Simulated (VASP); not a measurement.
# Mg2C (P4/mmm) in VASP: notebook

The runs below take Mg2C through single point, relaxation of cell and atoms, with PBE.

Everything below comes from runs of VASP 6.6.1. Logs are shortened: lines on timing, memory, paths and dates and some standing lists are left out, and cuts for length are marked.

## 1. The cell of the first run

The structure is tetragonal, space group P4/mmm (No. 123). The conventional cell has a = 3.246 Å, b = 3.246 Å, c = 4.590 Å, α = 90.00°, β = 90.00°, γ = 90.00°. Mg (site symmetry 4/mmm) has 2 C at 2.29 Å within 3.0 Å. Within 3.0 Å of Mg (site symmetry 4/mmm) lie 4 C at 2.30 Å. Within 3.0 Å of C (site symmetry 4/mmm) lie 6 Mg at 2.29 to 2.30 Å.

## 2. Single point, PBE (atoms taken out)

File INCAR:

```
  PREC = Accurate
  ENCUT = 520
  EDIFF = 1E-6
  ISMEAR = 0
  SIGMA = 0.1
  LREAL = False
  LASPH = True
  NELM = 60
  ALGO = Normal
  ISIF = 2
  LWAVE = False
  LCHARG = True
  GGA = PE
  LELF = True
  LVHAR = True
  NBANDS = 11
```

File KPOINTS:

```
Automatic mesh
0
Gamma
  6 6 4
```

File POSCAR:

```
Mg2C
1.0
    3.2456201300      0.0000000000      0.0000000000
    0.0000000000      3.2456201300      0.0000000000
    0.0000000000      0.0000000000      4.5900000000
Mg C
2 1
Direct
    0.0000000000      0.0000000000      0.0000000000
    0.5000000000      0.5000000000      0.5000000000
    0.0000000000      0.0000000000      0.5000000000
```

Potentials or basis: VASP PAW PBE potentials, release 64 (Mg, C).

Started as:

```
$ cat potpaw_PBE.64/Mg/POTCAR potpaw_PBE.64/C/POTCAR > POTCAR
$ mpirun -np 1 vasp_std > vasp.out
```

OUTCAR:

```text
PREC = Accurate
   ENCUT = 520
   EDIFF = 1E-6
   ISMEAR = 0
   LREAL = False
   LASPH = True
   NELM = 60
   ISIF = 2
   GGA = PE

 ion  position               nearest neighbor table
   1  0.000  0.000  0.000-   3 2.29   3 2.29   2 3.25   2 3.25   2 3.25   2 3.25   2 3.25   2 3.25
                             2 3.25   2 3.25
   2  0.500  0.500  0.500-   3 2.30   3 2.30   3 2.30   3 2.30   1 3.25   1 3.25   1 3.25   1 3.25
                             1 3.25   1 3.25   1 3.25   1 3.25
   3  0.000  0.000  0.500-   1 2.29   1 2.29   2 2.30   2 2.30   2 2.30   2 2.30

  LATTYP: Found a simple tetragonal cell.
 ALAT       =     3.2456201300
 C/A-ratio  =     1.4142135605

  Lattice vectors:

 A1 = (   3.2456201300,   0.0000000000,   0.0000000000)
 A2 = (   0.0000000000,   3.2456201300,   0.0000000000)
 A3 = (   0.0000000000,   0.0000000000,   4.5900000000)

Analysis of symmetry for initial positions (statically):
=====================================================================
 Subroutine PRICEL returns:
 Original cell was already a primitive cell.

 Routine SETGRP: Setting up the symmetry group for a
 simple tetragonal supercell.

 Subroutine GETGRP returns: Found 16 space group operations
 (whereof 16 operations were pure point group operations)
 out of a pool of 16 trial point group operations.

The static configuration has the point symmetry D_4h.

Analysis of symmetry for dynamics (positions and initial velocities):
=====================================================================
 Subroutine PRICEL returns:
 Original cell was already a primitive cell.

 Routine SETGRP: Setting up the symmetry group for a
 simple tetragonal supercell.

 Subroutine GETGRP returns: Found 16 space group operations
 (whereof 16 operations were pure point group operations)
 out of a pool of 16 trial point group operations.

The dynamic configuration has the point symmetry D_4h.

 Subroutine INISYM returns: Found 16 space group operations
 (whereof 16 operations are pure point group operations),
 and found     1 'primitive' translations

----------------------------------------------------------------------------------------

                                     Primitive cell

  volume of cell :      48.3513

  direct lattice vectors                    reciprocal lattice vectors
     3.245620130  0.000000000  0.000000000     0.308107530  0.000000000  0.000000000
     0.000000000  3.245620130  0.000000000     0.000000000  0.308107530  0.000000000
     0.000000000  0.000000000  4.590000000     0.000000000  0.000000000  0.217864924

  length of vectors
     3.245620130  3.245620130  4.590000000     0.308107530  0.308107530  0.217864924

  position of ions in fractional coordinates (direct lattice)
     0.000000000  0.000000000  0.000000000
     0.500000000  0.500000000  0.500000000
     0.000000000  0.000000000  0.500000000

  ion indices of the primitive-cell ions
   primitive index   ion index
                 1           1
                 2           2
                 3           3

----------------------------------------------------------------------------------------

 KPOINTS: Automatic mesh

Automatic generation of k-mesh.
 Grid dimensions read from file:
 generate k-points for:    6    6    4

 Generating k-lattice:

  Cartesian coordinates                     Fractional coordinates (reciprocal lattice)
     0.051351255  0.000000000  0.000000000     0.166666667  0.000000000  0.000000000
     0.000000000  0.051351255  0.000000000     0.000000000  0.166666667  0.000000000
     0.000000000  0.000000000  0.054466231     0.000000000  0.000000000  0.250000000

  Length of vectors
     0.051351255  0.051351255  0.054466231

  Shift w.r.t. Gamma in fractional coordinates (k-lattice)
     0.000000000  0.000000000  0.000000000

 Subroutine IBZKPT returns following result:
 ===========================================

 Found     30 irreducible k-points:

 Following reciprocal coordinates:
            Coordinates               Weight
  0.000000  0.000000  0.000000      1.000000
  0.166667  0.000000  0.000000      4.000000
  0.333333  0.000000  0.000000      4.000000
  0.500000  0.000000  0.000000      2.000000
  0.166667  0.166667  0.000000      4.000000
  0.333333  0.166667  0.000000      8.000000
[... 16 lines left out ...]
  0.333333  0.000000  0.500000      4.000000
  0.500000  0.000000  0.500000      2.000000
 [... further k-points ...]
   k-points           NKPTS =     30   k-points in BZ     NKDIM =     30   number of bands    NBANDS=     11
   number of dos      NEDOS =    301   number of ions     NIONS =      3
   total plane-waves  NPLWV =  20736
   dimension x,y,z NGX =    24 NGY =   24 NGZ =   36
   dimension x,y,z NGXF=    48 NGYF=   48 NGZF=   72
   ions per type =               2   1
   NGX,Y,Z   is equivalent  to a cutoff of  12.29, 12.29, 13.04 a.u.
   NGXF,Y,Z  is equivalent  to a cutoff of  24.59, 24.59, 26.08 a.u.
 SYSTEM =  unknown system
   PREC   = accura    normal or accurate (medium, high low for compatibility)
   ISTART =      0    job   : 0-new  1-cont  2-samecut
   ICHARG =      2    charge: 1-file 2-atom 10-const
   ISPIN  =      1    spin polarized calculation?
   LNONCOLLINEAR =      F non collinear calculations
   LSORBIT =      F    spin-orbit coupling
   LASPH  =      T    aspherical Exc in radial PAW
   ENCUT  =  520.0 eV  38.22 Ry    6.18 a.u.   6.03  6.03  8.53*2*pi/ulx,y,z
   NELM   =     60;   NELMIN=  2; NELMDL= -5     # of ELM steps
   EDIFF  = 0.1E-05   stopping-criterion for ELM
   LREAL  =      F    real-space projection
   EDIFFG = 0.1E-04   stopping-criterion for IOM
   NSW    =      0    number of steps for IOM
   IBRION =     -1    ionic relax: 0-MD 1-quasi-New 2-CG
   NFREE  =      0    steps in history (QN), initial steepest desc. (CG)
   ISIF   =      2    stress and relaxation
   ISYM   =      2    0-nonsym 1-usesym 2-fastsym
   POTIM  = 0.5000    time-step for ionic-motion
   TEBEG  =    0.0;   TEEND  =   0.0 temperature during run
   PSTRESS=    0.0 pullay stress
   NELECT =       8.0000    total number of electrons
   NUPDOWN=      -1.0000    fix difference up-down
   EMIN   =  10.00;   EMAX   =-10.00  energy-range for DOS
   EFERMI =   0.00;   METHOD = LEGACY
   ISMEAR =     0;   SIGMA  =   0.10  broadening in eV -4-tet -1-fermi 0-gaus
   EFERMI_NEDOS =   21; number of points for ismear=-14 and -15
   IALGO  =     38    algorithm
   IMIX   =      4    mixing-type and parameters
     AMIX     =   0.40;   BMIX     =  1.00
     AMIX_MAG =   1.60;   BMIX_MAG =  1.00
  volume/ion in A,a.u.               =      16.12       108.76
  Fermi-wavevector in a.u.,A,eV,Ry     =   0.898743  1.698378 10.989954  0.807739
  Thomas-Fermi vector in A             =   2.021490
   LORBIT       =      0    0 simple, 1 ext, 2 COOP (PROOUT), +10 PAW based schemes
   GGA     = PE    functional components
   LHFCALC =     F    Hartree Fock is set to
   AEXX    =    0.0000 exact exchange contribution
   IVDW    =     0    specifies the selected vdW correction
   LEPSILON=     F    determine dielectric tensor
   LRPA    =     F    only Hartree local field effects (RPA)
 non-spin polarized calculation
 Gauss-broadening in eV      SIGMA  =   0.10
  energy-cutoff  :      520.00
  volume of cell :       48.35
 maximum number of plane-waves:      1320
   NGX = 13   NGY = 13   NGZ = 17

 number of electron       8.0000001 magnetization

 Free energy of the ion-electron system (eV)
  ---------------------------------------------------
  ext. energy  EPLUGINS =         0.00000000
  ---------------------------------------------------
  free energy    TOTEN  =       -10.49361632 eV

  energy without entropy =      -10.48376235  energy(sigma->0) =      -10.48868934

 E-fermi :   3.3388     XC(G=0):  -9.2657

 val. band max:        3.1096725275   @ k =   0.5000   0.3333   0.5000
 cond. band min:       3.3482699508   @ k =   0.0000   0.0000   0.0000
 fundamental gap:      0.2385974233
 Fermi energy:         3.3387731228

 k-point     1 :       0.0000    0.0000    0.0000
  band No.  band energies     occupation
      1      -7.7706      2.00000
      2       0.1000      2.00000
      3       0.5024      2.00000
      4       3.3483      0.89316
      5       3.3483      0.89316
      6       9.0863      0.00000
      7       9.5214      0.00000
      8       9.8908      0.00000
      9      12.8968      0.00000
     10      12.8968      0.00000
     11      14.8324      0.00000

 k-point     2 :       0.1667    0.0000    0.0000
  band No.  band energies     occupation
      1      -7.5135      2.00000
      2       0.3451      2.00000
      3       0.4697      2.00000
      4       2.3936      2.00000
      5       3.4388      0.15724
      6       8.8086      0.00000
      7       9.0726      0.00000
      8      10.0003      0.00000
      9      12.6517      0.00000
     10      12.9620      0.00000
     11      13.7176      0.00000

 k-point     3 :       0.3333    0.0000    0.0000
  band No.  band energies     occupation
      1      -6.8714      2.00000
      2      -0.7554      2.00000
      3       0.9572      2.00000
      4       2.6280      2.00000
      5       3.6331      0.00003
      6       6.5474      0.00000
      7       7.3034      0.00000
      8      10.8886      0.00000
      9      12.9347      0.00000
     10      13.3997      0.00000
     11      14.5716      0.00000
[... 267 lines left out ...]
 k-point    23 :       0.3333    0.0000    0.5000
  band No.  band energies     occupation
      1      -6.6161      2.00000
      2      -1.2298      2.00000
      3      -0.0505      2.00000
      4       3.1068      1.99896
      5       3.6721      0.00000
      6       7.1292      0.00000
      7       8.4993      0.00000
      8      11.5853      0.00000
      9      12.6688      0.00000
     10      13.5187      0.00000
     11      14.2876      0.00000

 k-point    24 :       0.5000    0.0000    0.5000
  band No.  band energies     occupation
      1      -6.2293      2.00000
      2      -0.9738      2.00000
      3      -0.1908      2.00000
      4       1.6537      2.00000
      5       3.7634      0.00000
      6       7.0697      0.00000
      7       9.9427      0.00000
      8      10.1579      0.00000
      9      13.9179      0.00000
     10      14.3265      0.00000
     11      14.3775      0.00000

 [... further k-points ...]
[... 5 lines left out ...]
  --------------------------------------------------------------------------------------
  -------------------------------------------------------------------------------------
  Total        0.1417159      0.1417159     -2.6736941      0.0000000      0.0000000      0.0000000
  in kB        4.6959242      4.6959242    -88.5960246      0.0000000      0.0000000      0.0000000
  external PRESSURE =     -26.4013921 kB  Pullay stress =       0.0000000 kB

 VOLUME and BASIS-vectors are now :
 -----------------------------------------------------------------------------
  energy-cutoff  :      520.00
  volume of cell :       48.35
      direct lattice vectors                 reciprocal lattice vectors
     3.245620130  0.000000000  0.000000000     0.308107530  0.000000000  0.000000000
     0.000000000  3.245620130  0.000000000     0.000000000  0.308107530  0.000000000
     0.000000000  0.000000000  4.590000000     0.000000000  0.000000000  0.217864924

 POSITION                                       TOTAL-FORCE (eV/Angst)
 -----------------------------------------------------------------------------------
      0.00000      0.00000      0.00000         0.000000      0.000000      0.000000
      1.62281      1.62281      2.29500         0.000000      0.000000      0.000000
      0.00000      0.00000      2.29500         0.000000      0.000000      0.000000
 -----------------------------------------------------------------------------------
    total drift:                                0.000000      0.000000     -0.000000

  FREE ENERGIE OF THE ION-ELECTRON SYSTEM (eV)
  ---------------------------------------------------
  free  energy   TOTEN  =       -10.4936163196 eV

  energy  without entropy=      -10.4837623547  energy(sigma->0) =      -10.48868934
```

Run time: 39 s. Hardware: 1 thread of Intel Xeon 8259CL, shared host; peak memory 0.16 GiB.

What came out:

| Quantity | Value |
| --- | --- |
| Free energy | -10.4936 eV |
| Pressure | -2.6 GPa |
| Band gap on the k mesh | zero (bands 4 and 5 overlap by 1.03 eV) |

Caveat: the cell differs from its parent crystal (atoms taken out).

## 3. Single point, PBE

This run uses another cell than the first one: it holds 6 atoms, not 3.

File INCAR:

```
  PREC = Accurate
  ENCUT = 520
  EDIFF = 1E-6
  ISMEAR = 0
  SIGMA = 0.2
  LREAL = False
  LASPH = True
  NELM = 100
  ALGO = Normal
  ISIF = 2
  LWAVE = False
  LCHARG = False
  GGA = PE
  NBANDS = 17
```

KPOINTS is that of step 2.

File POSCAR:

```
Mg2C
1.0
    3.3160758653      0.0000000000      0.0000000000
    0.0000000000      3.3160758653      0.0000000000
    0.0000000000      0.0000000000      8.5839110567
Mg C
4 2
Direct
    1.0000000000      0.0000000000      0.0000000000
    1.0000000000      0.0000000000      0.5000000000
    0.5000000000      0.5000000000      0.2500000000
    0.5000000000      0.5000000000      0.7500000000
    0.0000000000      0.0000000000      0.2500000000
    0.0000000000      0.0000000000      0.7500000000
```

Potentials or basis: VASP PAW PBE potentials, release 64 (Mg, C).

Started as:

```
$ cat potpaw_PBE.64/Mg/POTCAR potpaw_PBE.64/C/POTCAR > POTCAR
$ mpirun -np 1 vasp_std > vasp.out
```

Wall time 98 s (1 thread of Intel Xeon 8259CL, shared host); peak memory 0.23 GiB.

It converged, with:

```yaml
Free_energy: -21.1774 eV
Pressure: -0.3 GPa
Band_gap_on_the_k_mesh: zero (bands 8 and 9 overlap by 1.02 eV)
```

Stress tensor (GPa, compression positive):
```
-0.79  0.00  0.00
 0.00 -0.79  0.00
 0.00  0.00  0.83
```

Levels at points of the mesh, in eV from the Fermi level:
```tsv
k point	band 6	band 7	band 8	band 9	band 10	band 11
(0.00, 0.00, 0.00)	-0.12	-0.12	0.01	0.01	1.83	3.47
(0.50, 0.00, 0.00)	-1.82	-1.67	0.32	0.37	1.32	1.59
(0.50, 0.50, 0.00)	-2.95	-2.00	-0.98	0.34	1.26	1.26
(0.00, 0.00, 0.50)	-0.05	-0.05	-0.05	0.01	0.01	4.99
(0.50, 0.00, 0.50)	-2.87	-0.34	-0.34	0.34	0.34	2.73
(0.50, 0.50, 0.50)	-3.21	-1.52	-1.52	0.82	0.82	2.33
```

(Continued in part 2 of 2.)
